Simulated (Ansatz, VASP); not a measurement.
## Cr in VASP and in Ansatz

```
Cr
1.0
     2.90881    0.00000    0.00000
     0.00000    2.90881    0.00000
     0.00000    0.00000    2.90881
Cr
2
Direct
  0.00000 0.00000 0.00000
  0.50000 0.50000 0.50000
```

Change from the starting cell: volume scaled by 0.9405, PAW files.

Alike in both runs: task electric field gradients; functional PBE; k mesh 11 × 11 × 11; occupations fermi-dirac, width 0.05 eV; collinear spin.

|  | VASP | Ansatz |
| --- | --- | --- |
| version | VASP 6.6.1 | Ansatz 0.2.0 |
| potentials or method | VASP PAW PBE potentials, release 64 (Cr_pv) | PAW with Ansatz's default frozen-core files, scalar-relativistic |
| plane-wave cutoff (eV) | 520 | 420 |
| valence electrons in the cell | 24 | 28 |

|  | VASP | Ansatz | Ansatz less VASP |
| --- | --- | --- | --- |
| pressure (GPa) | -7.2 | -7.3 | -0.11 |
| net moment per atom (μB) | 0.00 | 0.00 | 0.000 |
| size of the moment on the site where the two differ most (μB) | 1.40 | 1.29 | -0.111 |

Site moments also hang on the region over which each program counts them. VASP's potentials hold 24 valence electrons a cell and Ansatz's 28, so a difference there can come from the potentials and not from the codes.
